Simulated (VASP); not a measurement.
# ScIn3N2 (R-3m) in VASP: further runs

The runs below take ScIn3N2 through single point, relaxation of cell and atoms, with PBE.

Everything below comes from runs of VASP 6.6.1. Logs are shortened: lines on timing, memory, paths and dates and some standing lists are left out, and cuts for length are marked.

### Step 1. The cell of the first run

It takes space group R-3m (No. 166, trigonal). The conventional cell has a = 6.429 Å, b = 6.429 Å, c = 11.876 Å, α = 90.00°, β = 90.00°, γ = 120.00°. Sc (site symmetry -3m) has 6 In at 2.71 Å within 3.6 Å. Within 3.6 Å of In (site symmetry 2/m) lie 2 Sc at 2.71 Å and 4 In at 3.21 Å and 6 N at 3.39 to 3.43 Å. Within 2.8 Å of N (site symmetry 3m) lie 1 N at 2.14 Å.

The cell was built from a structure type or drawn by symmetry, and may not be a known phase.

### Step 2. Single point, PBE, collinear spin, ferromagnetic start

File INCAR:

```
SYSTEM = ScIn3N2
PREC     = Accurate       ! precision mode
ENCUT    = 520            ! plane-wave cutoff, eV
EDIFF    = 1E-6           ! SCF threshold, eV
ISMEAR   = 0              ! smearing method
SIGMA    = 0.1            ! smearing width, eV
LREAL    = .FALSE.        ! projectors in reciprocal space
LASPH    = .TRUE.         ! aspherical terms in the spheres
NELM     = 150            ! most SCF steps
ALGO     = Normal         ! electronic algorithm
ISIF     = 2              ! what is computed and relaxed
LWAVE    = .FALSE.        ! write WAVECAR
LCHARG   = .FALSE.        ! write CHGCAR
ISPIN    = 2              ! spin polarisation
MAGMOM   = 0 0 0 0 1 1    ! initial moments
LORBIT   = 11             ! projections on sites
LMAXMIX  = 4              ! l up to which the mixer works
GGA      = PE             ! functional
NBANDS   = 43             ! bands
```

File KPOINTS:

```
regular mesh
0
G
  3 3 3
  0 0 0
```

File POSCAR:

```
ScIn3N2
1.0
    3.2145339600      1.8559120500      3.9586659300
   -3.2145339600      1.8559120500      3.9586659300
    0.0000000000     -3.7118241000      3.9586659300
Sc In N
1 3 2
Direct
    0.0000000000      0.0000000000      0.0000000000
    0.0000000000      0.0000000000      0.5000000000
    0.5000000000      0.0000000000      0.0000000000
    0.0000000000      0.5000000000      0.0000000000
    0.4098742800      0.4098742800      0.4098742800
    0.5901257200      0.5901257200      0.5901257200
```

Potentials or basis: VASP PAW PBE potentials, release 64 (Sc_sv, In_d, N).

On the command line:

```
> cat potpaw_PBE.64/Sc_sv/POTCAR potpaw_PBE.64/In_d/POTCAR potpaw_PBE.64/N/POTCAR > POTCAR
> mpirun -np 1 vasp_std > vasp.out
```

OUTCAR:

```text
SYSTEM = ScIn3N2
   PREC = Accurate
   ENCUT = 520
   EDIFF = 1E-6
   ISMEAR = 0
   LREAL = .FALSE.
   LASPH = .TRUE.
   NELM = 150
   ISIF = 2
   ISPIN = 2
   LORBIT = 11
   GGA = PE

 ion  position               nearest neighbor table
   1  0.000  0.000  0.000-   3 2.71   4 2.71   4 2.71   3 2.71   2 2.71   2 2.71
   2  0.000  0.000  0.500-   1 2.71   1 2.71   3 3.21   4 3.21   4 3.21   3 3.21
   3  0.500  0.000  0.000-   1 2.71   1 2.71   4 3.21   4 3.21   2 3.21   2 3.21
   4  0.000  0.500  0.000-   1 2.71   1 2.71   3 3.21   3 3.21   2 3.21   2 3.21
   5  0.410  0.410  0.410-
   6  0.590  0.590  0.590-

  LATTYP: Found a trigonal (rhomboedric) cell.
 ALAT       =     5.4266632561
 COS(alpha) =     0.2982211303

  Lattice vectors:

 A1 = (   3.2145339600,   1.8559120500,   3.9586659300)
 A2 = (  -3.2145339600,   1.8559120500,   3.9586659300)
 A3 = (   0.0000000000,  -3.7118241000,   3.9586659300)

Analysis of symmetry for initial positions (statically):
=====================================================================
 Subroutine PRICEL returns:
 Original cell was already a primitive cell.

 Routine SETGRP: Setting up the symmetry group for a
 trigonal (rhombohedral) supercell.

 Subroutine GETGRP returns: Found 12 space group operations
 (whereof 12 operations were pure point group operations)
 out of a pool of 12 trial point group operations.

The static configuration has the point symmetry D_3d.

Analysis of symmetry for dynamics (positions and initial velocities):
=====================================================================
 Subroutine PRICEL returns:
 Original cell was already a primitive cell.

 Routine SETGRP: Setting up the symmetry group for a
 trigonal (rhombohedral) supercell.

 Subroutine GETGRP returns: Found 12 space group operations
 (whereof 12 operations were pure point group operations)
 out of a pool of 12 trial point group operations.

The dynamic configuration has the point symmetry D_3d.

Analysis of structural, dynamic, and magnetic symmetry:
=====================================================================
 Subroutine PRICEL returns:
 Original cell was already a primitive cell.

 Routine SETGRP: Setting up the symmetry group for a
 trigonal (rhombohedral) supercell.

 Subroutine GETGRP returns: Found 12 space group operations
 (whereof 12 operations were pure point group operations)
 out of a pool of 12 trial point group operations.

The overall configuration has the point symmetry D_3d.

 Subroutine INISYM returns: Found 12 space group operations
 (whereof 12 operations are pure point group operations),
 and found     1 'primitive' translations

----------------------------------------------------------------------------------------

                                     Primitive cell

  volume of cell :     141.7018

  direct lattice vectors                    reciprocal lattice vectors
     3.214533960  1.855912050  3.958665930     0.155543543  0.089803106  0.084203451
    -3.214533960  1.855912050  3.958665930    -0.155543543  0.089803106  0.084203451
     0.000000000 -3.711824100  3.958665930     0.000000000 -0.179606212  0.084203451

  length of vectors
     5.426663253  5.426663253  5.426663256     0.198364847  0.198364847  0.198364847

  position of ions in fractional coordinates (direct lattice)
     0.000000000  0.000000000  0.000000000
     0.000000000  0.000000000  0.500000000
     0.500000000  1.000000000  0.000000000
     1.000000000  0.500000000  0.000000000
     0.409874280  0.409874280  0.409874280
     0.590125720  0.590125720  0.590125720

  ion indices of the primitive-cell ions
   primitive index   ion index
                 1           1
                 2           2
                 3           3
                 4           4
                 5           5
                 6           6

----------------------------------------------------------------------------------------

[... 26 lines left out ...]
  0.000000  0.000000  0.000000      1.000000
  0.333333 -0.000000  0.000000      6.000000
  0.333333  0.333333  0.000000      6.000000
 -0.333333  0.333333  0.000000      6.000000
  0.333333  0.333333  0.333333      2.000000
 -0.333333  0.333333  0.333333      6.000000
   k-points           NKPTS =      6   k-points in BZ     NKDIM =      6   number of bands    NBANDS=     43
   number of dos      NEDOS =    301   number of ions     NIONS =      6
   total plane-waves  NPLWV =  64000
   dimension x,y,z NGX =    40 NGY =   40 NGZ =   40
   dimension x,y,z NGXF=    80 NGYF=   80 NGZF=   80
   ions per type =               1   3   2
   NGX,Y,Z   is equivalent  to a cutoff of  12.25, 12.25, 12.25 a.u.
   NGXF,Y,Z  is equivalent  to a cutoff of  24.51, 24.51, 24.51 a.u.
 SYSTEM =  ScIn3N2
   PREC   = accura    normal or accurate (medium, high low for compatibility)
   ISTART =      0    job   : 0-new  1-cont  2-samecut
   ICHARG =      2    charge: 1-file 2-atom 10-const
   ISPIN  =      2    spin polarized calculation?
   LNONCOLLINEAR =      F non collinear calculations
   LSORBIT =      F    spin-orbit coupling
   LASPH  =      T    aspherical Exc in radial PAW
   ENCUT  =  520.0 eV  38.22 Ry    6.18 a.u.  10.09 10.09 10.09*2*pi/ulx,y,z
   NELM   =    150;   NELMIN=  2; NELMDL= -5     # of ELM steps
   EDIFF  = 0.1E-05   stopping-criterion for ELM
   LREAL  =      F    real-space projection
   EDIFFG = 0.1E-04   stopping-criterion for IOM
   NSW    =      0    number of steps for IOM
   IBRION =     -1    ionic relax: 0-MD 1-quasi-New 2-CG
   NFREE  =      0    steps in history (QN), initial steepest desc. (CG)
   ISIF   =      2    stress and relaxation
   ISYM   =      2    0-nonsym 1-usesym 2-fastsym
   POTIM  = 0.5000    time-step for ionic-motion
   TEBEG  =    0.0;   TEEND  =   0.0 temperature during run
   PSTRESS=    0.0 pullay stress
   NELECT =      60.0000    total number of electrons
   NUPDOWN=      -1.0000    fix difference up-down
   EMIN   =  10.00;   EMAX   =-10.00  energy-range for DOS
   EFERMI =   0.00;   METHOD = LEGACY
   ISMEAR =     0;   SIGMA  =   0.10  broadening in eV -4-tet -1-fermi 0-gaus
   EFERMI_NEDOS =   21; number of points for ismear=-14 and -15
   IALGO  =     38    algorithm
   IMIX   =      4    mixing-type and parameters
     AMIX     =   0.40;   BMIX     =  1.00
     AMIX_MAG =   1.60;   BMIX_MAG =  1.00
  volume/ion in A,a.u.               =      23.62       159.38
  Fermi-wavevector in a.u.,A,eV,Ry     =   1.229325  2.323088 20.561671  1.511240
  Thomas-Fermi vector in A             =   2.364217
   LORBIT       =     11    0 simple, 1 ext, 2 COOP (PROOUT), +10 PAW based schemes
   GGA     = PE    functional components
   LHFCALC =     F    Hartree Fock is set to
   AEXX    =    0.0000 exact exchange contribution
   IVDW    =     0    specifies the selected vdW correction
   LEPSILON=     F    determine dielectric tensor
   LRPA    =     F    only Hartree local field effects (RPA)
 spin polarized calculation
 Gauss-broadening in eV      SIGMA  =   0.10
  energy-cutoff  :      520.00
  volume of cell :      141.70
 maximum number of plane-waves:      3838
   NGX = 21   NGY = 21   NGZ = 21

 number of electron      60.0000032 magnetization      -0.0216828

 number of electron      60.0000032 magnetization       0.2751378

 Free energy of the ion-electron system (eV)
  ---------------------------------------------------
  ext. energy  EPLUGINS =         0.00000000
  ---------------------------------------------------
  free energy    TOTEN  =       -20.58205354 eV

  energy without entropy =      -20.56661623  energy(sigma->0) =      -20.57433488

 E-fermi :   4.2167     XC(G=0):  -9.4085

 val. band max:        4.1491522764   @ k =   0.0000   0.0000   0.0000
 cond. band min:       4.2773062329   @ k =  -0.3333   0.3333   0.0000
 fundamental gap:      0.1281539564
 Fermi energy:         4.2167303990

 spin component 1

 k-point     1 :       0.0000    0.0000    0.0000
  band No.  band energies     occupation
      1     -44.8853      1.00000
      2     -23.7006      1.00000
      3     -23.7006      1.00000
      4     -23.4574      1.00000
      5     -10.6034      1.00000
      6     -10.4909      1.00000
[... 259 lines left out ...]
     41       9.5356      0.00000
     42      10.2208      0.00000
 Fermi energy:         4.2167303990

 spin component 2

 k-point     1 :       0.0000    0.0000    0.0000
  band No.  band energies     occupation
      1     -45.3096      1.00000
      2     -24.1115      1.00000
      3     -24.1115      1.00000
      4     -23.9549      1.00000
      5     -10.6353      1.00000
      6     -10.5372      1.00000
[... 259 lines left out ...]
     41       9.3292      0.00000
     42      10.0169      0.00000
 [bands above 42 left out]

------------------------ aborting loop because EDIFF is reached ----------------------------------------

  FORCE on cell =-STRESS in cart. coord.  units (eV):
  Direction    XX          YY          ZZ          XY          YZ          ZX
  --------------------------------------------------------------------------------------
  -------------------------------------------------------------------------------------
  Total       -0.5834518     -0.5834518      3.0548838      0.0000000      0.0000000      0.0000000
  in kB       -6.5969023     -6.5969024     34.5405912      0.0000000      0.0000000      0.0000000
  external PRESSURE =       7.1155955 kB  Pullay stress =       0.0000000 kB

 VOLUME and BASIS-vectors are now :
 -----------------------------------------------------------------------------
  energy-cutoff  :      520.00
  volume of cell :      141.70
      direct lattice vectors                 reciprocal lattice vectors
     3.214533960  1.855912050  3.958665930     0.155543543  0.089803106  0.084203451
    -3.214533960  1.855912050  3.958665930    -0.155543543  0.089803106  0.084203451
     0.000000000 -3.711824100  3.958665930     0.000000000 -0.179606212  0.084203451

 POSITION                                       TOTAL-FORCE (eV/Angst)
 -----------------------------------------------------------------------------------
      0.00000      0.00000      0.00000        -0.000000      0.000000     -0.000000
      0.00000     -1.85591      1.97933        -0.000000      0.000000     -0.000000
      1.60727      0.92796      1.97933        -0.000000     -0.000000     -0.000000
     -1.60727      0.92796      1.97933         0.000000     -0.000000     -0.000000
      0.00000      0.00000      4.86767        -0.000000     -0.000000      2.494706
      0.00000      0.00000      7.00833        -0.000000      0.000000     -2.494706
 -----------------------------------------------------------------------------------
    total drift:                               -0.000000      0.000000     -0.000000

  FREE ENERGIE OF THE ION-ELECTRON SYSTEM (eV)
  ---------------------------------------------------
  free  energy   TOTEN  =       -20.5820535356 eV

  energy  without entropy=      -20.5666162271  energy(sigma->0) =      -20.57433488

 total charge

# of ion       s       p       d       tot
------------------------------------------
    1        2.261   6.142   1.291   9.693
    2        1.054   0.508   9.844  11.406
    3        1.054   0.508   9.844  11.406
    4        1.054   0.508   9.844  11.406
    5        1.355   1.936   0.000   3.290
    6        1.355   1.936   0.000   3.290
--------------------------------------------------
tot          8.132  11.536  30.824  50.492

 magnetization (x)

# of ion       s       p       d       tot
------------------------------------------
    1       -0.019  -0.040  -0.520  -0.579
    2        0.010  -0.106  -0.004  -0.100
    3        0.010  -0.106  -0.004  -0.100
    4        0.010  -0.106  -0.004  -0.100
    5        0.012   0.552   0.000   0.564
    6        0.012   0.552   0.000   0.564
--------------------------------------------------
tot          0.036   0.745  -0.533   0.249
```

Run time: 51 s. Hardware: 1 thread of Intel Xeon 6975P-C (Granite Rapids), shared host; peak memory 0.31 GiB.

What came out:

```
Free energy                                           : -20.5821 eV
Pressure                                              : 0.7 GPa
Largest force                                         : 2.495 eV/Å
Net moment                                            : 0.28 μB per cell
Site moments                                          : Sc -0.58; In -0.10; N +0.56 μB
Valence electrons inside the program's atomic spheres : Sc 9.69; In 11.41; N 3.29
```

Forces on the atoms (eV/Å):
```
Sc   0.000  0.000  0.000
In   0.000  0.000  0.000
In   0.000  0.000  0.000
In   0.000  0.000  0.000
N    0.000  0.000  2.495
N    0.000  0.000 -2.495
```

Stress tensor (GPa, compression positive):
```
-0.66  0.00  0.00
 0.00 -0.66  0.00
 0.00  0.00  3.45
```

Caveat: the k points lie up to 0.42 Å⁻¹ apart; spin-orbit coupling is left out, which moves the levels of the heavy elements; forces of over 1 eV/Å act on the atoms, so gaps and moduli don't describe the material at rest.

### Step 3. Single point, PBE

This run uses another cell than the first one, of 31.86 Å³/atom.

File INCAR:

```
SYSTEM = ScIn3N2
PREC = Accurate
ENCUT = 520
EDIFF = 1E-6
ISMEAR = 0
SIGMA = 0.1
LREAL = .FALSE.
LASPH = .TRUE.
NELM = 100
ALGO = Normal
ISIF = 2
LWAVE = .FALSE.
LCHARG = .FALSE.
GGA = PE
NBANDS = 39
```

File KPOINTS:

```
regular mesh
0
G
  6 6 6
  0 0 0
```

File POSCAR:

```
ScIn3N2
1.0
    3.5503791451      2.0498123551      4.3778982614
   -3.5503791451      2.0498123551      4.3778982614
    0.0000000000     -4.0996247102      4.3778982614
Sc In N
1 3 2
Direct
    0.0000000000      0.0000000000      0.0000000000
    0.0000000000      0.0000000000      0.5000000000
    0.5000000000      0.0000000000      0.0000000000
    0.0000000000      0.5000000000      0.0000000000
    0.4578014642      0.4578014642      0.4578014642
    0.5421985358      0.5421985358      0.5421985358
```

Potentials or basis: VASP PAW PBE potentials, release 64 (Sc_sv, In_d, N).

On the command line:

```
> cat potpaw_PBE.64/Sc_sv/POTCAR potpaw_PBE.64/In_d/POTCAR potpaw_PBE.64/N/POTCAR > POTCAR
> mpirun -np 1 vasp_std > vasp.out
```

OUTCAR:

```text
SYSTEM = ScIn3N2
   PREC = Accurate
   ENCUT = 520
   EDIFF = 1E-6
   ISMEAR = 0
   LREAL = .FALSE.
   LASPH = .TRUE.
   NELM = 100
   ISIF = 2
   GGA = PE

 ion  position               nearest neighbor table
   1  0.000  0.000  0.000-   2 3.00   2 3.00   4 3.00   3 3.00   4 3.00   3 3.00
   2  0.000  0.000  0.500-   1 3.00   1 3.00   3 3.55   4 3.55   4 3.55   3 3.55
   3  0.500  0.000  0.000-   1 3.00   1 3.00   2 3.55   2 3.55   4 3.55   4 3.55
   4  0.000  0.500  0.000-   1 3.00   1 3.00   2 3.55   2 3.55   3 3.55   3 3.55
   5  0.458  0.458  0.458-   6 1.11
   6  0.542  0.542  0.542-   5 1.11

  LATTYP: Found a trigonal (rhomboedric) cell.
 ALAT       =     5.9977425714
 COS(alpha) =     0.2991843035

  Lattice vectors:

 A1 = (   3.5503791451,   2.0498123551,   4.3778982614)
 A2 = (  -3.5503791451,   2.0498123551,   4.3778982614)
 A3 = (   0.0000000000,  -4.0996247102,   4.3778982614)

Analysis of symmetry for initial positions (statically):
=====================================================================
 Subroutine PRICEL returns:
 Original cell was already a primitive cell.

[... 181 lines left out ...]
 cond. band min:       2.7106384028   @ k =   0.5000   0.3333   0.1667
 fundamental gap:      0.0035669940
 Fermi energy:         2.7085041185

 k-point     1 :       0.0000    0.0000    0.0000
  band No.  band energies     occupation
      1     -47.1941      2.00000
      2     -25.9417      2.00000
      3     -25.9417      2.00000
      4     -25.6277      2.00000
      5     -21.5939      2.00000
      6     -11.7979      2.00000
[... 997 lines left out ...]
     38       5.2352      0.00000
     39       5.7472      0.00000

 [... further k-points ...]

------------------------ aborting loop because EDIFF is reached ----------------------------------------

  FORCE on cell =-STRESS in cart. coord.  units (eV):
  Direction    XX          YY          ZZ          XY          YZ          ZX
  --------------------------------------------------------------------------------------
  -------------------------------------------------------------------------------------
  Total       -0.0865092     -0.0865092      1.7040538      0.0000000      0.0000000      0.0000000
  in kB       -0.7250486     -0.7250486     14.2819706      0.0000000      0.0000000      0.0000000
  external PRESSURE =       4.2772911 kB  Pullay stress =       0.0000000 kB

 VOLUME and BASIS-vectors are now :
 -----------------------------------------------------------------------------
  energy-cutoff  :      520.00
  volume of cell :      191.16
      direct lattice vectors                 reciprocal lattice vectors
     3.550379145  2.049812355  4.377898261     0.140830030  0.081308255  0.076140036
    -3.550379145  2.049812355  4.377898261    -0.140830030  0.081308255  0.076140036
     0.000000000 -4.099624710  4.377898261     0.000000000 -0.162616511  0.076140036

 POSITION                                       TOTAL-FORCE (eV/Angst)
 -----------------------------------------------------------------------------------
      0.00000      0.00000      0.00000        -0.000000      0.000000     -0.000000
      0.00000     -2.04981      2.18895         0.000000      0.000000     -0.000000
      1.77519      1.02491      2.18895        -0.000000      0.000000     -0.000000
     -1.77519      1.02491      2.18895        -0.000000      0.000000     -0.000000
      0.00000      0.00000      6.01262        -0.000000      0.000000     -1.608609
      0.00000      0.00000      7.12107        -0.000000     -0.000000      1.608609
 -----------------------------------------------------------------------------------
    total drift:                               -0.000000     -0.000000      0.000000

  FREE ENERGIE OF THE ION-ELECTRON SYSTEM (eV)
  ---------------------------------------------------
  free  energy   TOTEN  =       -27.9736250001 eV

  energy  without entropy=      -27.9226353199  energy(sigma->0) =      -27.94813016
```

It took 1.7 min on 1 thread of Intel Xeon 6975P-C (Granite Rapids), shared host; peak memory 0.44 GiB.

Results:

```yaml
Free_energy: -27.9736 eV
Pressure: 0.4 GPa
Largest_force: 1.609 eV/Å
Band_gap_on_the_k_mesh: zero (bands 30 and 31 overlap by 0.66 eV)
```

Forces in eV/Å, atoms in the order of the input:
```
Sc   0.000  0.000  0.000
In   0.000  0.000  0.000
In   0.000  0.000  0.000
In   0.000  0.000  0.000
N    0.000  0.000 -1.609
N    0.000  0.000  1.609
```

Levels at points of the mesh, in eV from the Fermi level:
| k point | band 26 | band 27 | band 28 | band 29 | band 30 | band 31 | band 32 | band 33 | band 34 | band 35 |
| --- | --- | --- | --- | --- | --- | --- | --- | --- | --- | --- |
| (0.00, 0.00, 0.00) | -3.67 | -3.67 | -1.54 | -0.14 | -0.14 | 0.89 | 0.89 | 1.21 | 1.27 | 1.70 |
| (0.50, 0.00, 0.00) | -4.79 | -3.66 | -0.70 | -0.59 | 0.06 | 0.56 | 0.65 | 0.91 | 1.18 | 1.63 |
| (0.50, 0.50, 0.00) | -5.26 | -3.78 | -1.54 | -0.95 | -0.02 | 0.26 | 0.48 | 0.63 | 1.87 | 1.95 |
| (0.50, 0.50, 0.50) | -3.68 | -3.68 | -2.85 | -1.44 | -0.55 | -0.55 | 0.03 | 0.03 | 1.74 | 1.74 |

Caveat: the standard files for N, O and F lose accuracy on very short bonds; spin-orbit coupling is left out, which moves the levels of the heavy elements; forces of over 1 eV/Å act on the atoms, so gaps and moduli don't describe the material at rest.

[end of part 1 of 2]
